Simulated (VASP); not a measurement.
Here is a VASP 6.6.1 calculation.

The input INCAR:

```
  ALGO = Normal
  EDIFF = 1E-6
  ENCUT = 520
  GGA = CA
  ISIF = 2
  ISMEAR = 0
  LASPH = True
  LCHARG = True
  LELF = True
  LREAL = False
  LVHAR = True
  LWAVE = False
  NBANDS = 11
  NELM = 80
  PREC = Accurate
  SIGMA = 0.05
```

The input KPOINTS:

```
k-points
0
Gamma
  12 12 12
```

POSCAR

```
Si
1.0
    0.0000000000      2.4877473146      2.8775773188
    2.4877473146      0.0000000000      2.8775773188
    2.4877473146      2.4877473146      0.0000000000
Si
2
Direct
    0.5000000000      0.5000000000      0.5000000000
    0.7500000000      0.7500000000      0.7500000000
```

Potentials or basis: VASP PAW LDA potentials, release 64 (Si).

Command:

```bash
$ cat potpaw_LDA.64/Si/POTCAR > POTCAR
$ mpirun -np 1 vasp_std > vasp.out
```

Q: What does it give for the band gap on the k mesh?

A: Zero (band 4 reaches 7.50 eV, above the bottom of band 5 at 6.91 eV).

Q: Estimate the pressure.

A: 10.8 GPa.

Stress tensor (GPa, compression positive):
```
16.31  0.00  0.00
 0.00 16.31  0.00
 0.00  0.00 -0.20
```
